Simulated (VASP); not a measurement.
# WS2 (P6_3/mmc) in VASP: notebook

The runs below take WS2 through single point, with PBEsol.

All numbers are computed with VASP 6.6.1; they aren't measurements. Logs are shortened: lines on timing, memory, paths and dates and some standing lists are left out, and cuts for length are marked.

## 1. The cell of the first run

It takes space group P6_3/mmc (No. 194, hexagonal). The conventional cell has a = 3.083 Å, b = 3.083 Å, c = 12.813 Å, α = 90.00°, β = 90.00°, γ = 120.00°. W (site symmetry -6m2) has 6 S at 2.39 Å and 6 W at 3.08 Å within 3.2 Å. S (site symmetry 3m) has 3 W at 2.39 Å and 7 S at 3.08 to 3.18 Å within 3.2 Å.

## 2. Single point, PBEsol (in-plane strain -0.02, then relaxed in part)

The input, INCAR:

```
SYSTEM = WS2
PREC = Accurate
ENCUT = 500
EDIFF = 1E-6
ISMEAR = 0
SIGMA = 0.01
LREAL = .FALSE.
LASPH = .TRUE.
NELM = 120
ALGO = Normal
ISIF = 2
LWAVE = .FALSE.
LCHARG = .FALSE.
GGA = PS
NBANDS = 35
GGA_COMPAT = .FALSE.
```

The input, KPOINTS:

```
Automatic mesh
0
G
  8 8 2
  0 0 0
```

The input, POSCAR:

```
WS2
1.0
    3.0832467579      0.0000000000      0.0000000000
   -1.5416233789      2.6701700185      0.0000000000
    0.0000000000      0.0000000000     12.8130760810
W S
2 4
Direct
    0.3333333333      0.6666666667      0.2500000000
    0.6666666667      0.3333333333      0.7500000000
    0.3333333333      0.6666666667      0.6258066254
    0.6666666667      0.3333333333      0.1258066254
    0.3333333333      0.6666666667      0.8741933746
    0.6666666667      0.3333333333      0.3741933746
```

Potentials or basis: VASP PAW PBE potentials, release 64 (W_sv, S).

The run is started by

```bash
cat potpaw_PBE.64/W_sv/POTCAR potpaw_PBE.64/S/POTCAR > POTCAR
mpirun -np 1 vasp_std > vasp.out
```

OUTCAR:

```text
SYSTEM = WS2
   PREC = Accurate
   ENCUT = 500
   EDIFF = 1E-6
   ISMEAR = 0
   LREAL = .FALSE.
   LASPH = .TRUE.
   NELM = 120
   ISIF = 2
   GGA = PS

 ion  position               nearest neighbor table
   1  0.333  0.667  0.250-   4 2.39   6 2.39   4 2.39   6 2.39   4 2.39   6 2.39
   2  0.667  0.333  0.750-   3 2.39   5 2.39   3 2.39   5 2.39   3 2.39   5 2.39
   3  0.333  0.667  0.626-   2 2.39   2 2.39   2 2.39
   4  0.667  0.333  0.126-   1 2.39   1 2.39   1 2.39
   5  0.333  0.667  0.874-   2 2.39   2 2.39   2 2.39
   6  0.667  0.333  0.374-   1 2.39   1 2.39   1 2.39

  LATTYP: Found a hexagonal cell.
 ALAT       =     3.0832467579
 C/A-ratio  =     4.1557089286

  Lattice vectors:

 A1 = (   3.0832467579,   0.0000000000,   0.0000000000)
 A2 = (  -1.5416233789,   2.6701700185,   0.0000000000)
 A3 = (   0.0000000000,   0.0000000000,  12.8130760810)

Analysis of symmetry for initial positions (statically):
=====================================================================
 Subroutine PRICEL returns:
 Original cell was already a primitive cell.

 Routine SETGRP: Setting up the symmetry group for a
 hexagonal supercell.

 Subroutine GETGRP returns: Found 24 space group operations
 (whereof 12 operations were pure point group operations)
 out of a pool of 24 trial point group operations.

The static configuration has the point symmetry D_3d.
 The point group associated with its full space group is D_6h.

Analysis of symmetry for dynamics (positions and initial velocities):
=====================================================================
 Subroutine PRICEL returns:
 Original cell was already a primitive cell.

 Routine SETGRP: Setting up the symmetry group for a
 hexagonal supercell.

 Subroutine GETGRP returns: Found 24 space group operations
 (whereof 12 operations were pure point group operations)
 out of a pool of 24 trial point group operations.

The dynamic configuration has the point symmetry D_3d.
 The point group associated with its full space group is D_6h.

 Subroutine INISYM returns: Found 24 space group operations
 (whereof 12 operations are pure point group operations),
 and found     1 'primitive' translations

----------------------------------------------------------------------------------------

                                     Primitive cell

  volume of cell :     105.4874

  direct lattice vectors                    reciprocal lattice vectors
     3.083246758  0.000000000  0.000000000     0.324333431  0.187253994  0.000000000
    -1.541623379  2.670170018  0.000000000     0.000000000  0.374507988  0.000000000
     0.000000000  0.000000000 12.813076081     0.000000000  0.000000000  0.078045271

  length of vectors
     3.083246758  3.083246758 12.813076081     0.374507988  0.374507988  0.078045271

  position of ions in fractional coordinates (direct lattice)
     0.333333333  0.666666667  0.250000000
     0.666666667  0.333333333  0.750000000
     0.333333333  0.666666667  0.625806625
     0.666666667  0.333333333  0.125806625
     0.333333333  0.666666667  0.874193375
     0.666666667  0.333333333  0.374193375

  ion indices of the primitive-cell ions
   primitive index   ion index
                 1           1
                 2           2
                 3           3
                 4           4
                 5           5
                 6           6

----------------------------------------------------------------------------------------

 KPOINTS: Automatic mesh

Automatic generation of k-mesh.
 Grid dimensions read from file:
 generate k-points for:    8    8    2

 Generating k-lattice:

  Cartesian coordinates                     Fractional coordinates (reciprocal lattice)
     0.040541679  0.023406749  0.000000000     0.125000000  0.000000000  0.000000000
     0.000000000  0.046813498  0.000000000     0.000000000  0.125000000  0.000000000
     0.000000000  0.000000000  0.039022636     0.000000000  0.000000000  0.500000000

  Length of vectors
     0.046813498  0.046813498  0.039022636

  Shift w.r.t. Gamma in fractional coordinates (k-lattice)
     0.000000000  0.000000000  0.000000000

 Subroutine IBZKPT returns following result:
 ===========================================

 Found     20 irreducible k-points:

 Following reciprocal coordinates:
            Coordinates               Weight
  0.000000  0.000000  0.000000      1.000000
  0.125000  0.000000  0.000000      6.000000
  0.250000  0.000000  0.000000      6.000000
  0.375000  0.000000  0.000000      6.000000
  0.500000  0.000000  0.000000      3.000000
  0.125000  0.125000  0.000000      6.000000
[... 12 lines left out ...]
  0.250000  0.250000  0.500000      6.000000
  0.375000  0.250000  0.500000      6.000000
   k-points           NKPTS =     20   k-points in BZ     NKDIM =     20   number of bands    NBANDS=     35
   number of dos      NEDOS =    301   number of ions     NIONS =      6
   total plane-waves  NPLWV =  55296
   dimension x,y,z NGX =    24 NGY =   24 NGZ =   96
   dimension x,y,z NGXF=    48 NGYF=   48 NGZF=  192
   ions per type =               2   4
   NGX,Y,Z   is equivalent  to a cutoff of  12.94, 12.94, 12.46 a.u.
   NGXF,Y,Z  is equivalent  to a cutoff of  25.88, 25.88, 24.91 a.u.
 SYSTEM =  WS2
   PREC   = accura    normal or accurate (medium, high low for compatibility)
   ISTART =      0    job   : 0-new  1-cont  2-samecut
   ICHARG =      2    charge: 1-file 2-atom 10-const
   ISPIN  =      1    spin polarized calculation?
   LNONCOLLINEAR =      F non collinear calculations
   LSORBIT =      F    spin-orbit coupling
   LASPH  =      T    aspherical Exc in radial PAW
   ENCUT  =  500.0 eV  36.75 Ry    6.06 a.u.   5.62  5.62 23.36*2*pi/ulx,y,z
   NELM   =    120;   NELMIN=  2; NELMDL= -5     # of ELM steps
   EDIFF  = 0.1E-05   stopping-criterion for ELM
   LREAL  =      F    real-space projection
   EDIFFG = 0.1E-04   stopping-criterion for IOM
   NSW    =      0    number of steps for IOM
   IBRION =     -1    ionic relax: 0-MD 1-quasi-New 2-CG
   NFREE  =      0    steps in history (QN), initial steepest desc. (CG)
   ISIF   =      2    stress and relaxation
   ISYM   =      2    0-nonsym 1-usesym 2-fastsym
   POTIM  = 0.5000    time-step for ionic-motion
   TEBEG  =    0.0;   TEEND  =   0.0 temperature during run
   PSTRESS=    0.0 pullay stress
   NELECT =      52.0000    total number of electrons
   NUPDOWN=      -1.0000    fix difference up-down
   EMIN   =  10.00;   EMAX   =-10.00  energy-range for DOS
   EFERMI =   0.00;   METHOD = LEGACY
   ISMEAR =     0;   SIGMA  =   0.01  broadening in eV -4-tet -1-fermi 0-gaus
   EFERMI_NEDOS =   21; number of points for ismear=-14 and -15
   IALGO  =     38    algorithm
   IMIX   =      4    mixing-type and parameters
     AMIX     =   0.40;   BMIX     =  1.00
     AMIX_MAG =   1.60;   BMIX_MAG =  1.00
  volume/ion in A,a.u.               =      17.58       118.64
  Fermi-wavevector in a.u.,A,eV,Ry     =   1.293230  2.443850 22.754977  1.672444
  Thomas-Fermi vector in A             =   2.424888
   LORBIT       =      0    0 simple, 1 ext, 2 COOP (PROOUT), +10 PAW based schemes
   GGA     = PS    functional components
   LHFCALC =     F    Hartree Fock is set to
   AEXX    =    0.0000 exact exchange contribution
   IVDW    =     0    specifies the selected vdW correction
   LEPSILON=     F    determine dielectric tensor
   LRPA    =     F    only Hartree local field effects (RPA)
 non-spin polarized calculation
 Gauss-broadening in eV      SIGMA  =   0.01
  energy-cutoff  :      500.00
  volume of cell :      105.49
 maximum number of plane-waves:      2703
 NGX is ok and might be reduce to    24
   NGX = 11   NGY = 11   NGZ = 47

 number of electron      51.9999998 magnetization

 Free energy of the ion-electron system (eV)
  ---------------------------------------------------
  ext. energy  EPLUGINS =         0.00000000
  ---------------------------------------------------
  free energy    TOTEN  =       -50.46727779 eV

  energy without entropy =      -50.46727779  energy(sigma->0) =      -50.46727779

 E-fermi :   7.3219     XC(G=0): -11.0996

 val. band max:        7.1086990402   @ k =   0.0000   0.0000   0.0000
 cond. band min:       8.4923266689   @ k =   0.2500   0.1250   0.0000
 fundamental gap:      1.3836276286
 Fermi energy:         7.3218669070

 k-point     1 :       0.0000    0.0000    0.0000
  band No.  band energies     occupation
      1     -67.0036      2.00000
      2     -67.0036      2.00000
      3     -31.3344      2.00000
      4     -31.3344      2.00000
      5     -31.0586      2.00000
      6     -31.0586      2.00000
[... 27 lines left out ...]
     34      10.1317      0.00000
     35      12.5852      0.00000

 k-point     2 :       0.1250    0.0000    0.0000
  band No.  band energies     occupation
      1     -66.9997      2.00000
      2     -66.9997      2.00000
      3     -31.3216      2.00000
      4     -31.3216      2.00000
      5     -31.1287      2.00000
      6     -31.1287      2.00000
[... 27 lines left out ...]
     34      10.4811      0.00000
     35      13.6808      0.00000

 k-point     3 :       0.2500    0.0000    0.0000
  band No.  band energies     occupation
      1     -66.9903      2.00000
      2     -66.9903      2.00000
      3     -31.2947      2.00000
      4     -31.2947      2.00000
      5     -31.2905      2.00000
      6     -31.2905      2.00000
[... 27 lines left out ...]
     34      11.3064      0.00000
     35      14.2118      0.00000
[... 571 lines left out ...]
 k-point    19 :       0.2500    0.2500    0.5000
  band No.  band energies     occupation
      1     -66.9770      2.00000
      2     -66.9770      2.00000
      3     -31.4369      2.00000
      4     -31.4369      2.00000
      5     -31.2568      2.00000
      6     -31.2568      2.00000
[... 27 lines left out ...]
     34      12.2665      0.00000
     35      13.8298      0.00000

 k-point    20 :       0.3750    0.2500    0.5000
  band No.  band energies     occupation
      1     -66.9742      2.00000
      2     -66.9742      2.00000
      3     -31.4417      2.00000
      4     -31.4417      2.00000
      5     -31.3110      2.00000
      6     -31.3110      2.00000
[... 27 lines left out ...]
     34      12.4202      0.00000
     35      13.4285      0.00000

------------------------ aborting loop because EDIFF is reached ----------------------------------------

  FORCE on cell =-STRESS in cart. coord.  units (eV):
  Direction    XX          YY          ZZ          XY          YZ          ZX
  --------------------------------------------------------------------------------------
  -------------------------------------------------------------------------------------
  Total        4.2192626      4.2192626      0.0800597      0.0000000      0.0000000      0.0000000
  in kB       64.0835454     64.0835454      1.2159733      0.0000000      0.0000000      0.0000000
  external PRESSURE =      43.1276880 kB  Pullay stress =       0.0000000 kB

 VOLUME and BASIS-vectors are now :
 -----------------------------------------------------------------------------
  energy-cutoff  :      500.00
  volume of cell :      105.49
      direct lattice vectors                 reciprocal lattice vectors
     3.083246758  0.000000000  0.000000000     0.324333431  0.187253994  0.000000000
    -1.541623379  2.670170018  0.000000000     0.000000000  0.374507988  0.000000000
     0.000000000  0.000000000 12.813076081     0.000000000  0.000000000  0.078045271

 POSITION                                       TOTAL-FORCE (eV/Angst)
 -----------------------------------------------------------------------------------
     -0.00000      1.78011      3.20327         0.000000     -0.000000      0.000000
      1.54162      0.89006      9.60981        -0.000000      0.000000      0.000000
     -0.00000      1.78011      8.01851         0.000000      0.000000     -0.020967
      1.54162      0.89006      1.61197        -0.000000      0.000000     -0.020967
     -0.00000      1.78011     11.20111         0.000000      0.000000      0.020967
      1.54162      0.89006      4.79457         0.000000     -0.000000      0.020967
 -----------------------------------------------------------------------------------
    total drift:                                0.000000     -0.000000      0.000000

  FREE ENERGIE OF THE ION-ELECTRON SYSTEM (eV)
  ---------------------------------------------------
  free  energy   TOTEN  =       -50.4672777865 eV

  energy  without entropy=      -50.4672777865  energy(sigma->0) =      -50.46727779
```

Run time: 72 s. Hardware: 1 thread of Intel Xeon Platinum 8488C (Sapphire Rapids), shared host; peak memory 0.24 GiB.

Results:

- Free energy: -50.4673 eV
- Pressure: 4.3 GPa
- Largest force: 0.021 eV/Å
- Band gap on the k mesh: 1.38 eV (least direct gap 2.43 eV)

Forces in eV/Å, atoms in the order of the input:
```
W    0.000  0.000  0.000
W    0.000  0.000  0.000
S    0.000  0.000 -0.021
S    0.000  0.000 -0.021
S    0.000  0.000  0.021
S    0.000  0.000  0.021
```

Levels at points of the mesh, in eV from the valence-band top:
| k point | band 22 | band 23 | band 24 | band 25 | band 26 | band 27 | band 28 | band 29 | band 30 | band 31 |
| --- | --- | --- | --- | --- | --- | --- | --- | --- | --- | --- |
| (0.00, 0.00, 0.00) | -1.67 | -1.64 | -1.64 | -1.21 | 0.00 | 2.86 | 2.86 | 2.87 | 2.87 | 2.91 |
| (0.50, 0.00, 0.00) | -2.64 | -1.38 | -1.36 | -1.30 | -1.23 | 3.03 | 3.03 | 3.06 | 3.43 | 3.49 |
| (0.00, 0.00, 0.50) | -1.66 | -1.66 | -1.66 | -0.36 | -0.36 | 2.86 | 2.86 | 2.86 | 2.86 | 2.97 |
| (0.50, 0.00, 0.50) | -2.72 | -1.34 | -1.34 | -1.29 | -1.29 | 3.04 | 3.04 | 3.25 | 3.25 | 3.77 |

Caveat: the cell differs from its parent crystal (in-plane strain -0.02, then relaxed in part); the stress differs along the axes, from 0 to 6 GPa; the PAW data sets were made with another functional, which shifts forces and pressure a little; spin-orbit coupling is left out, which moves the levels of the heavy elements; this functional lacks dispersion, which binds layers or chains, so the pressure and a relaxed spacing across them are unreliable. A k mesh can miss the band edges.

(Part 1 of 2 ends here.)
